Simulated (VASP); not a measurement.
# GaCo (Pm-3m) in VASP: a series of runs

Runs on GaCo. Level: PBE. Tasks: electric field gradients.

All numbers are computed with VASP 6.6.1; they aren't measurements. Logs are shortened: lines on timing, memory, paths and dates and some standing lists are left out, and cuts for length are marked.

**1. The cell of the first run**

It takes space group Pm-3m (No. 221, cubic). The conventional cell has a = 2.883 Å, b = 2.883 Å, c = 2.883 Å, α = 90.00°, β = 90.00°, γ = 90.00°. Within 3.3 Å of Ga (site symmetry m-3m) lie 8 Co at 2.50 Å and 6 Ga at 2.88 Å. Within 3.3 Å of Co (site symmetry m-3m) lie 8 Ga at 2.50 Å and 6 Co at 2.88 Å.

**2. Electric field gradients, PBE, collinear spin, ferromagnetic start**

Contents of INCAR:

```
SYSTEM = GaCo
ALGO = Normal ; EDIFF = 1E-8
ENCUT = 520 ; GGA = PE
ISIF = 2 ; ISMEAR = -1
ISPIN = 2 ; LASPH = .TRUE.
LCHARG = .FALSE. ; LEFG = .TRUE.
LMAXMIX = 4 ; LORBIT = 11
LREAL = .FALSE. ; LWAVE = .FALSE.
MAGMOM = 0 2 ; NBANDS = 22
NELM = 150 ; PREC = Accurate
SIGMA = 0.03
```

Contents of KPOINTS:

```
k-points
0
G
  11 11 11
  0 0 0
```

Contents of POSCAR:

```
GaCo
1.0
    2.8831000000      0.0000000000      0.0000000000
    0.0000000000      2.8831000000      0.0000000000
    0.0000000000      0.0000000000      2.8831000000
Ga Co
1 1
Direct
    0.5000000000      0.5000000000      0.5000000000
    0.0000000000      0.0000000000      0.0000000000
```

Potentials or basis: VASP PAW PBE potentials, release 64 (Ga_d, Co).

The run is started by

```sh
$ cat potpaw_PBE.64/Ga_d/POTCAR potpaw_PBE.64/Co/POTCAR > POTCAR
$ mpirun -np 1 vasp_std > vasp.out
```

OUTCAR:

```text
SYSTEM = GaCo
   EDIFF = 1E-8
   ENCUT = 520
   GGA = PE
   ISIF = 2
   ISMEAR = -1
   ISPIN = 2
   LASPH = .TRUE.
   LORBIT = 11
   LREAL = .FALSE.
   NELM = 150
   PREC = Accurate

 ion  position               nearest neighbor table
   1  0.500  0.500  0.500-   2 2.50   2 2.50   2 2.50   2 2.50   2 2.50   2 2.50   2 2.50   2 2.50

   2  0.000  0.000  0.000-   1 2.50   1 2.50   1 2.50   1 2.50   1 2.50   1 2.50   1 2.50   1 2.50

  LATTYP: Found a simple cubic cell.
 ALAT       =     2.8831000000

  Lattice vectors:

 A1 = (   2.8831000000,   0.0000000000,   0.0000000000)
 A2 = (   0.0000000000,   2.8831000000,   0.0000000000)
 A3 = (   0.0000000000,   0.0000000000,   2.8831000000)

Analysis of symmetry for initial positions (statically):
=====================================================================
 Subroutine PRICEL returns:
 Original cell was already a primitive cell.

 Routine SETGRP: Setting up the symmetry group for a
 simple cubic supercell.

 Subroutine GETGRP returns: Found 48 space group operations
 (whereof 48 operations were pure point group operations)
 out of a pool of 48 trial point group operations.

The static configuration has the point symmetry O_h .

Analysis of symmetry for dynamics (positions and initial velocities):
=====================================================================
 Subroutine PRICEL returns:
 Original cell was already a primitive cell.

 Routine SETGRP: Setting up the symmetry group for a
 simple cubic supercell.

 Subroutine GETGRP returns: Found 48 space group operations
 (whereof 48 operations were pure point group operations)
 out of a pool of 48 trial point group operations.

The dynamic configuration has the point symmetry O_h .

Analysis of structural, dynamic, and magnetic symmetry:
=====================================================================
 Subroutine PRICEL returns:
 Original cell was already a primitive cell.

 Routine SETGRP: Setting up the symmetry group for a
 simple cubic supercell.

 Subroutine GETGRP returns: Found 48 space group operations
 (whereof 48 operations were pure point group operations)
 out of a pool of 48 trial point group operations.

The overall configuration has the point symmetry O_h .

 Subroutine INISYM returns: Found 48 space group operations
 (whereof 48 operations are pure point group operations),
 and found     1 'primitive' translations

----------------------------------------------------------------------------------------

                                     Primitive cell

  volume of cell :      23.9651

  direct lattice vectors                    reciprocal lattice vectors
     2.883100000  0.000000000  0.000000000     0.346848878  0.000000000  0.000000000
     0.000000000  2.883100000  0.000000000     0.000000000  0.346848878  0.000000000
     0.000000000  0.000000000  2.883100000     0.000000000  0.000000000  0.346848878

  length of vectors
     2.883100000  2.883100000  2.883100000     0.346848878  0.346848878  0.346848878

  position of ions in fractional coordinates (direct lattice)
     0.500000000  0.500000000  0.500000000
     0.000000000  0.000000000  0.000000000

  ion indices of the primitive-cell ions
   primitive index   ion index
                 1           1
                 2           2

----------------------------------------------------------------------------------------

 KPOINTS: k-points

Automatic generation of k-mesh.
 Grid dimensions read from file:
 generate k-points for:   11   11   11

 Generating k-lattice:

  Cartesian coordinates                     Fractional coordinates (reciprocal lattice)
     0.031531716  0.000000000  0.000000000     0.090909091  0.000000000  0.000000000
     0.000000000  0.031531716  0.000000000     0.000000000  0.090909091  0.000000000
     0.000000000  0.000000000  0.031531716     0.000000000  0.000000000  0.090909091

  Length of vectors
     0.031531716  0.031531716  0.031531716

  Shift w.r.t. Gamma in fractional coordinates (k-lattice)
     0.000000000  0.000000000  0.000000000

[... 56 lines left out ...]
   ISIF   =      2    stress and relaxation
   ISYM   =      2    0-nonsym 1-usesym 2-fastsym
   POTIM  = 0.5000    time-step for ionic-motion
   TEBEG  =    0.0;   TEEND  =   0.0 temperature during run
   PSTRESS=    0.0 pullay stress
   NELECT =      22.0000    total number of electrons
   NUPDOWN=      -1.0000    fix difference up-down
   EMIN   =  10.00;   EMAX   =-10.00  energy-range for DOS
   EFERMI =   0.00;   METHOD = LEGACY
   ISMEAR =    -1;   SIGMA  =   0.03  broadening in eV -4-tet -1-fermi 0-gaus
   EFERMI_NEDOS =   21; number of points for ismear=-14 and -15
   IALGO  =     38    algorithm
   IMIX   =      4    mixing-type and parameters
     AMIX     =   0.40;   BMIX     =  1.00
     AMIX_MAG =   1.60;   BMIX_MAG =  1.00
  volume/ion in A,a.u.               =      11.98        80.86
  Fermi-wavevector in a.u.,A,eV,Ry     =   1.591070  3.006687 34.443210  2.531504
  Thomas-Fermi vector in A             =   2.689667
   LORBIT       =     11    0 simple, 1 ext, 2 COOP (PROOUT), +10 PAW based schemes
   GGA     = PE    functional components
   LHFCALC =     F    Hartree Fock is set to
   AEXX    =    0.0000 exact exchange contribution
   IVDW    =     0    specifies the selected vdW correction
   LEPSILON=     F    determine dielectric tensor
   LRPA    =     F    only Hartree local field effects (RPA)
 spin polarized calculation
  energy-cutoff  :      520.00
  volume of cell :       23.97
 maximum number of plane-waves:       661
 NGX is ok and might be reduce to    24
   NGX = 11   NGY = 11   NGZ = 11

 number of electron      22.0000019 magnetization       0.0005332

 number of electron      22.0000019 magnetization      -0.0000873

 Free energy of the ion-electron system (eV)
  ---------------------------------------------------
  ext. energy  EPLUGINS =         0.00000000
  ---------------------------------------------------
  free energy    TOTEN  =       -10.48036086 eV

  energy without entropy =      -10.47667898  energy(sigma->0) =      -10.47851992

 E-fermi :   9.7322     XC(G=0): -13.1592

 val. band max:        9.6719436735   @ k =   0.4545   0.3636   0.0000
 cond. band min:       9.7535388454   @ k =   0.4545   0.3636   0.0909
 fundamental gap:      0.0815951719
 Fermi energy:         9.7322124976

 spin component 1

 k-point     1 :       0.0000    0.0000    0.0000
  band No.  band energies     occupation
      1      -5.4490      1.00000
      2      -5.4490      1.00000
      3      -5.1075      1.00000
      4      -5.1075      1.00000
      5      -5.1075      1.00000
      6      -2.3167      1.00000
[... 589 lines left out ...]
     21      30.3196      0.00000
     22      32.6412      0.00000

 [... further k-points ...]

 spin component 2

 k-point     1 :       0.0000    0.0000    0.0000
  band No.  band energies     occupation
      1      -5.4490      1.00000
      2      -5.4490      1.00000
      3      -5.1075      1.00000
      4      -5.1075      1.00000
      5      -5.1075      1.00000
      6      -2.3167      1.00000
[... 589 lines left out ...]
     21      30.3196      0.00000
     22      32.6412      0.00000

 [... further k-points ...]

------------------------ aborting loop because EDIFF is reached ----------------------------------------

  FORCE on cell =-STRESS in cart. coord.  units (eV):
  Direction    XX          YY          ZZ          XY          YZ          ZX
  --------------------------------------------------------------------------------------
  -------------------------------------------------------------------------------------
  Total       -0.0113213     -0.0113213     -0.0113213      0.0000000      0.0000000     -0.0000000
  in kB       -0.7568826     -0.7568826     -0.7568826      0.0000000      0.0000000     -0.0000000
  external PRESSURE =      -0.7568826 kB  Pullay stress =       0.0000000 kB

 VOLUME and BASIS-vectors are now :
 -----------------------------------------------------------------------------
  energy-cutoff  :      520.00
  volume of cell :       23.97
      direct lattice vectors                 reciprocal lattice vectors
     2.883100000  0.000000000  0.000000000     0.346848878  0.000000000  0.000000000
     0.000000000  2.883100000  0.000000000     0.000000000  0.346848878  0.000000000
     0.000000000  0.000000000  2.883100000     0.000000000  0.000000000  0.346848878

 POSITION                                       TOTAL-FORCE (eV/Angst)
 -----------------------------------------------------------------------------------
      1.44155      1.44155      1.44155         0.000000      0.000000      0.000000
      0.00000      0.00000      0.00000         0.000000      0.000000      0.000000
 -----------------------------------------------------------------------------------
    total drift:                                0.000000      0.000000     -0.000000

  FREE ENERGIE OF THE ION-ELECTRON SYSTEM (eV)
  ---------------------------------------------------
  free  energy   TOTEN  =       -10.4803608598 eV

  energy  without entropy=      -10.4766789772  energy(sigma->0) =      -10.47851992

 Electric field gradients (V/A^2)
---------------------------------------------------------------------
 ion       V_xx      V_yy      V_zz      V_xy      V_xz      V_yz
---------------------------------------------------------------------
   1      -0.000    -0.000     0.000    -0.000    -0.000     0.000
   2      -0.000    -0.000    -0.000     0.000     0.000    -0.000
---------------------------------------------------------------------

 Electric field gradients after diagonalization (V/A^2)
 (convention: |V_zz| > |V_xx| > |V_yy|)
----------------------------------------------------------------------
 ion       V_xx      V_yy      V_zz     asymmetry (V_yy - V_xx)/ V_zz
----------------------------------------------------------------------
   1      -0.000    -0.000     0.000       0.440
   2      -0.000     0.000    -0.000      -0.066
----------------------------------------------------------------------

           NMR quadrupolar parameters

 Cq : quadrupolar parameter    Cq=e*Q*V_zz/h
 eta: asymmetry parameters     (V_yy - V_xx)/ V_zz
 Q  : nuclear electric quadrupole moment in mb (millibarn)
----------------------------------------------------------------------
 ion       Cq(MHz)       eta       Q (mb)
----------------------------------------------------------------------
   1       0.000       0.440       1.000
   2      -0.000      -0.066       1.000
----------------------------------------------------------------------

 total charge

# of ion       s       p       d       tot
------------------------------------------
    1        0.846   0.881  10.051  11.778
    2        0.385   0.450   7.509   8.343
--------------------------------------------------
tot          1.232   1.330  17.559  20.121

 magnetization (x)

# of ion       s       p       d       tot
------------------------------------------
    1        0.000   0.000   0.000   0.000
    2       -0.000   0.000  -0.000  -0.000
--------------------------------------------------
tot          0.000   0.000  -0.000  -0.000
```

It took 2.2 min on 1 thread of Intel Xeon 8259CL, shared host; peak memory 0.18 GiB.

Results:

```yaml
Free_energy: -10.4804 eV
Pressure: -0.1 GPa
Band_gap_on_the_k_mesh: zero (filled and empty bands overlap)
Net_moment: 0.00 μB per cell
Largest_electric_field_gradient_by_atom: zero within the noise of the run
Valence_electrons_inside_the_program's_atomic_spheres: Ga 11.78; Co 8.34
```

(Continued in part 2 of 2.)
